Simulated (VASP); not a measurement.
# Hg in VASP: further runs

Hg is run at these levels: PBE, PBE+D3(BJ)+U; tasks: single point.

All numbers are computed with VASP 6.6.1; they aren't measurements. Logs are shortened: lines on timing, memory, paths and dates and some standing lists are left out, and cuts for length are marked.

## Step 1: The cell of the first run

Symmetry: P6_3/mmc, No. 194, hexagonal system. The conventional cell has a = 3.353 Å, b = 3.353 Å, c = 5.316 Å, α = 90.00°, β = 90.00°, γ = 120.00°. Within 4.3 Å of Hg (site symmetry -6m2) lie 12 Hg at 3.29 to 3.35 Å.

## Step 2: Single point, PBE

The input, INCAR:

```
SYSTEM = Hg
PREC = Accurate ; ENCUT = 520
EDIFF = 1E-7 ; ISMEAR = 0
SIGMA = 0.1 ; LREAL = .FALSE.
LASPH = .TRUE. ; NELM = 80
ALGO = Normal ; ISIF = 2
LWAVE = .FALSE. ; LCHARG = .FALSE.
GGA = PE ; NBANDS = 19
```

The input, KPOINTS:

```
Automatic mesh
0
G
  3 3 1
  0 0 0
```

The input, POSCAR:

```
Hg
1.0
    3.3534446601      0.0000000000      0.0000000000
   -1.6767223300      2.9041682658      0.0000000000
    0.0000000000      0.0000000000      5.3157716336
Hg
2
Direct
    0.6666666667      0.3333333333      0.7500000000
    0.3333333333      0.6666666667      0.2500000000
```

Potentials or basis: VASP PAW PBE potentials, release 64 (Hg).

On the command line:

```
> cat potpaw_PBE.64/Hg/POTCAR > POTCAR
> mpirun -np 1 vasp_std > vasp.out
```

OUTCAR:

```text
SYSTEM = Hg
   PREC = Accurate
   ENCUT = 520
   EDIFF = 1E-7
   ISMEAR = 0
   LREAL = .FALSE.
   LASPH = .TRUE.
   NELM = 80
   ISIF = 2
   GGA = PE

 ion  position               nearest neighbor table
   1  0.667  0.333  0.750-   2 3.29   2 3.29   2 3.29   2 3.29   2 3.29   2 3.29
   2  0.333  0.667  0.250-   1 3.29   1 3.29   1 3.29   1 3.29   1 3.29   1 3.29

  LATTYP: Found a hexagonal cell.
 ALAT       =     3.3534446601
 C/A-ratio  =     1.5851675433

  Lattice vectors:

 A1 = (   3.3534446601,   0.0000000000,   0.0000000000)
 A2 = (  -1.6767223300,   2.9041682658,   0.0000000000)
 A3 = (   0.0000000000,   0.0000000000,   5.3157716336)

Analysis of symmetry for initial positions (statically):
=====================================================================
 Subroutine PRICEL returns:
 Original cell was already a primitive cell.

 Routine SETGRP: Setting up the symmetry group for a
 hexagonal supercell.

 Subroutine GETGRP returns: Found 24 space group operations
 (whereof 12 operations were pure point group operations)
 out of a pool of 24 trial point group operations.

The static configuration has the point symmetry D_3d.
 The point group associated with its full space group is D_6h.

Analysis of symmetry for dynamics (positions and initial velocities):
=====================================================================
 Subroutine PRICEL returns:
 Original cell was already a primitive cell.

 Routine SETGRP: Setting up the symmetry group for a
 hexagonal supercell.

 Subroutine GETGRP returns: Found 24 space group operations
 (whereof 12 operations were pure point group operations)
 out of a pool of 24 trial point group operations.

The dynamic configuration has the point symmetry D_3d.
 The point group associated with its full space group is D_6h.

 Subroutine INISYM returns: Found 24 space group operations
 (whereof 12 operations are pure point group operations),
 and found     1 'primitive' translations

----------------------------------------------------------------------------------------

                                     Primitive cell

  volume of cell :      51.7701

  direct lattice vectors                    reciprocal lattice vectors
     3.353444660  0.000000000  0.000000000     0.298200836  0.172166333  0.000000000
[... 58 lines left out ...]
   ISPIN  =      1    spin polarized calculation?
   LNONCOLLINEAR =      F non collinear calculations
   LSORBIT =      F    spin-orbit coupling
   LASPH  =      T    aspherical Exc in radial PAW
   ENCUT  =  520.0 eV  38.22 Ry    6.18 a.u.   6.24  6.24  9.88*2*pi/ulx,y,z
   NELM   =     80;   NELMIN=  2; NELMDL= -5     # of ELM steps
   EDIFF  = 0.1E-06   stopping-criterion for ELM
   LREAL  =      F    real-space projection
   EDIFFG = 0.1E-05   stopping-criterion for IOM
   NSW    =      0    number of steps for IOM
   IBRION =     -1    ionic relax: 0-MD 1-quasi-New 2-CG
   NFREE  =      0    steps in history (QN), initial steepest desc. (CG)
   ISIF   =      2    stress and relaxation
   ISYM   =      2    0-nonsym 1-usesym 2-fastsym
   POTIM  = 0.5000    time-step for ionic-motion
   TEBEG  =    0.0;   TEEND  =   0.0 temperature during run
   PSTRESS=    0.0 pullay stress
   NELECT =      24.0000    total number of electrons
   NUPDOWN=      -1.0000    fix difference up-down
   EMIN   =  10.00;   EMAX   =-10.00  energy-range for DOS
   EFERMI =   0.00;   METHOD = LEGACY
   ISMEAR =     0;   SIGMA  =   0.10  broadening in eV -4-tet -1-fermi 0-gaus
   EFERMI_NEDOS =   21; number of points for ismear=-14 and -15
   IALGO  =     38    algorithm
   IMIX   =      4    mixing-type and parameters
     AMIX     =   0.40;   BMIX     =  1.00
     AMIX_MAG =   1.60;   BMIX_MAG =  1.00
  volume/ion in A,a.u.               =      25.89       174.68
  Fermi-wavevector in a.u.,A,eV,Ry     =   1.267026  2.394332 21.842177  1.605355
  Thomas-Fermi vector in A             =   2.400196
   LORBIT       =      0    0 simple, 1 ext, 2 COOP (PROOUT), +10 PAW based schemes
   GGA     = PE    functional components
   LHFCALC =     F    Hartree Fock is set to
   AEXX    =    0.0000 exact exchange contribution
   IVDW    =     0    specifies the selected vdW correction
   LEPSILON=     F    determine dielectric tensor
   LRPA    =     F    only Hartree local field effects (RPA)
 non-spin polarized calculation
 Gauss-broadening in eV      SIGMA  =   0.10
  energy-cutoff  :      520.00
  volume of cell :       51.77
 maximum number of plane-waves:      1404
 NGX is ok and might be reduce to    28
   NGX = 13   NGY = 13   NGZ = 19

 number of electron      24.0000004 magnetization

 Free energy of the ion-electron system (eV)
  ---------------------------------------------------
  ext. energy  EPLUGINS =         0.00000000
  ---------------------------------------------------
  free energy    TOTEN  =         0.98828847 eV

  energy without entropy =        1.01184464  energy(sigma->0) =        1.00006656

 E-fermi :   1.7218     XC(G=0): -10.3079

 val. band max:        1.6534282999   @ k =   0.3333   0.0000   0.0000
 cond. band min:       2.9652221136   @ k =   0.3333   0.3333   0.0000
 fundamental gap:      1.3117938137
 Fermi energy:         1.7218353348

 k-point     1 :       0.0000    0.0000    0.0000
  band No.  band energies     occupation
      1      -6.2369      2.00000
      2      -5.3988      2.00000
      3      -4.5834      2.00000
      4      -4.5649      2.00000
      5      -4.5649      2.00000
      6      -4.4437      2.00000
[... 43 lines left out ...]
      6      -4.5162      2.00000
[... 11 lines left out ...]
     18       8.1272      0.00000
     19      11.4190      0.00000

------------------------ aborting loop because EDIFF is reached ----------------------------------------

  FORCE on cell =-STRESS in cart. coord.  units (eV):
  Direction    XX          YY          ZZ          XY          YZ          ZX
  --------------------------------------------------------------------------------------
  -------------------------------------------------------------------------------------
  Total        0.9934023      0.9934023      6.5396987      0.0000000     -0.0000000     -0.0000000
  in kB       30.7437271     30.7437271    202.3900186      0.0000000     -0.0000000     -0.0000000
  external PRESSURE =      87.9591576 kB  Pullay stress =       0.0000000 kB

 VOLUME and BASIS-vectors are now :
 -----------------------------------------------------------------------------
  energy-cutoff  :      520.00
  volume of cell :       51.77
      direct lattice vectors                 reciprocal lattice vectors
     3.353444660  0.000000000  0.000000000     0.298200836  0.172166333  0.000000000
    -1.676722330  2.904168266  0.000000000     0.000000000  0.344332665  0.000000000
     0.000000000  0.000000000  5.315771634     0.000000000  0.000000000  0.188119443

 POSITION                                       TOTAL-FORCE (eV/Angst)
 -----------------------------------------------------------------------------------
      1.67672      0.96806      3.98683         0.000000      0.000000      0.000000
     -0.00000      1.93611      1.32894        -0.000000     -0.000000      0.000000
 -----------------------------------------------------------------------------------
    total drift:                                0.000000     -0.000000      0.000000

  FREE ENERGIE OF THE ION-ELECTRON SYSTEM (eV)
  ---------------------------------------------------
  free  energy   TOTEN  =         0.9882884720 eV

  energy  without entropy=        1.0118446446  energy(sigma->0) =        1.00006656
```

OSZICAR:

```text
N       E                     dE             d eps       ncg     rms          rms(c)
DAV:   1     0.185065197482E+03    0.18507E+03   -0.12941E+04   114   0.124E+03
DAV:   2     0.544428025740E+01   -0.17962E+03   -0.17179E+03   117   0.306E+02
DAV:   3     0.946517384307E+00   -0.44978E+01   -0.44887E+01   131   0.553E+01
DAV:   4     0.939858007052E+00   -0.66594E-02   -0.66591E-02   134   0.206E+00
DAV:   5     0.939847214421E+00   -0.10793E-04   -0.10793E-04   117   0.801E-02    0.351E+00
DAV:   6     0.984053057014E+00    0.44206E-01   -0.95607E-02   126   0.324E+00    0.267E+00
DAV:   7     0.987952408133E+00    0.38994E-02   -0.13341E-02   117   0.101E+00    0.111E+00
DAV:   8     0.988309257692E+00    0.35685E-03   -0.16004E-03   117   0.451E-01    0.455E-02
DAV:   9     0.988299502093E+00   -0.97556E-05   -0.12118E-05   134   0.333E-02    0.138E-02
DAV:  10     0.988288383087E+00   -0.11119E-04   -0.11016E-05   117   0.271E-02    0.231E-03
DAV:  11     0.988288472024E+00    0.88937E-07   -0.70233E-08    93   0.222E-03
   1 F= 0.98828847E+00 E0= 0.10000666E+01  d E =-.235562E-01
```

It took 5.2 s on 1 thread of Intel Xeon 6975P-C, shared host; peak memory 0.17 GiB.

What came out:

| Item | Value |
| --- | --- |
| Free energy | 0.9883 eV |
| Pressure | 8.8 GPa |
| Band gap on the k mesh | zero (band 12 reaches 1.65 eV, above the bottom of band 13 at 1.02 eV) |

Caveat: the k points lie up to 1.18 Å⁻¹ apart; spin-orbit coupling is left out, which moves the levels of the heavy elements.

## Step 3: Single point, PBE+D3(BJ)+U

This run uses another cell than the first one, of 28.36 Å³/atom, 1.096 times its volume.

The input, INCAR:

```
PREC = Accurate ; ENCUT = 520
EDIFF = 1E-6 ; ISMEAR = 0
SIGMA = 0.1 ; LREAL = F
LASPH = T ; NELM = 150
ALGO = Normal ; ISIF = 2
LWAVE = F ; LCHARG = T
LDAU = T ; LDAUTYPE = 2
LDAUL = 2 ; LDAUU = 2.5
LDAUJ = 0 ; LDAUPRINT = 1
GGA = PE ; IVDW = 12
LELF = T ; LVHAR = T
NELECT = 25.0 ; NBANDS = 19
```

The input, KPOINTS:

```
regular mesh
0
Gamma
  4 1 3
```

The input, POSCAR:

```
Hg
1.0
    3.4821350825     -0.0121789163     -0.0095873242
   -1.7516147921      2.9939502827     -0.0023415262
   -0.0151975151     -0.0130602045      5.4514292982
Hg
2
Direct
    0.6666666667      0.3333333333      0.7500000000
    0.3333333333      0.6666666667      0.2500000000
```

Potentials or basis: VASP PAW PBE potentials, release 64 (Hg).

On the command line:

```
> cat potpaw_PBE.64/Hg/POTCAR > POTCAR
> mpirun -np 1 vasp_std > vasp.out
```

OUTCAR:

```text
PREC = Accurate
   ENCUT = 520
   EDIFF = 1E-6
   ISMEAR = 0
   LREAL = F
   LASPH = T
   NELM = 150
   ISIF = 2
   GGA = PE
   IVDW = 12
   NELECT = 25.0
 IVDW          = 12

 ion  position               nearest neighbor table
   1  0.667  0.333  0.750-   2 3.37   2 3.37   2 3.38   2 3.38   2 3.39   2 3.39
   2  0.333  0.667  0.250-   1 3.37   1 3.37   1 3.38   1 3.38   1 3.39   1 3.39

  LATTYP: Found a triclinic cell.
 ALAT       =     3.4687026621
 B/A-ratio  =     2.3418828717
 C/A-ratio  =     0.9939103084
[... 399 lines left out ...]

 Edisp (eV)   -0.73937

 E8    (eV) :    -0.3362

  FORCE on cell =-STRESS in cart. coord.  units (eV):
  Direction    XX          YY          ZZ          XY          YZ          ZX
  --------------------------------------------------------------------------------------
  -------------------------------------------------------------------------------------
  Total       2.08472    -8.61542     8.27996     9.55376     0.04765     0.05013
  in kB      58.89155  -243.37832   233.90196   269.88552     1.34615     1.41622
  external pressure =       16.47 kB  Pullay stress =        0.00 kB

 VOLUME and BASIS-vectors are now :
 -----------------------------------------------------------------------------
  energy-cutoff  :      520.00
  volume of cell :       56.72
      direct lattice vectors                 reciprocal lattice vectors
     3.482135083 -0.012178916 -0.009587324     0.287772303  0.168362530  0.001205605
    -1.751614792  2.993950283 -0.002341526     0.001172822  0.334693673  0.000805108
    -0.015197515 -0.013060205  5.451429298     0.000506603  0.000439855  0.183440597

 POSITION                                       TOTAL-FORCE (eV/Angst)
 -----------------------------------------------------------------------------------
      1.72615      0.98007      4.08140        -0.087067     -0.046453     -0.001082
     -0.01083      1.98864      1.35810         0.087067      0.046453      0.001082
 -----------------------------------------------------------------------------------
    total drift:                                0.000000     -0.000000     -0.000000

  FREE ENERGIE OF THE ION-ELECTRON SYSTEM (eV)
  ---------------------------------------------------
  free  energy   TOTEN  =        -1.8753555436 eV

  energy  without entropy=       -1.8640348387  energy(sigma->0) =       -1.86969519
```

It took 8.9 s on 1 thread of Intel Xeon 6975P-C, shared host; peak memory 0.18 GiB.

What came out:

```yaml
Free_energy: -1.8754 eV
Largest_force: 0.099 eV/Å
Dispersion_energy_per_atom: -0.370 eV
```

Forces in eV/Å, atoms in the order of the input:
```
Hg  -0.087 -0.046 -0.001
Hg   0.087  0.046  0.001
```

Eigenvalues of the final occupation matrices:
| site | spin | trace | eigenvalues |
| --- | --- | --- | --- |
| site 1 d | 1 | 4.78 | 0.94 0.95 0.96 0.97 0.97 |
| site 1 d | 2 | 4.78 | 0.94 0.95 0.96 0.97 0.97 |
| site 2 d | 1 | 4.78 | 0.94 0.95 0.96 0.97 0.97 |
| site 2 d | 2 | 4.78 | 0.94 0.95 0.96 0.97 0.97 |

Caveat: the k points lie up to 2.10 Å⁻¹ apart; the cell carries a net charge on a neutralising background, which shifts energy and pressure; the cell is charged against a uniform background, so pressure and absolute levels hang on convention; spin-orbit coupling is left out, which moves the levels of the heavy elements; U without spin polarisation on a metal has little footing; pairwise dispersion overbinds metals, which lowers pressure and volume; the U is typed as a test and isn't derived for this compound.
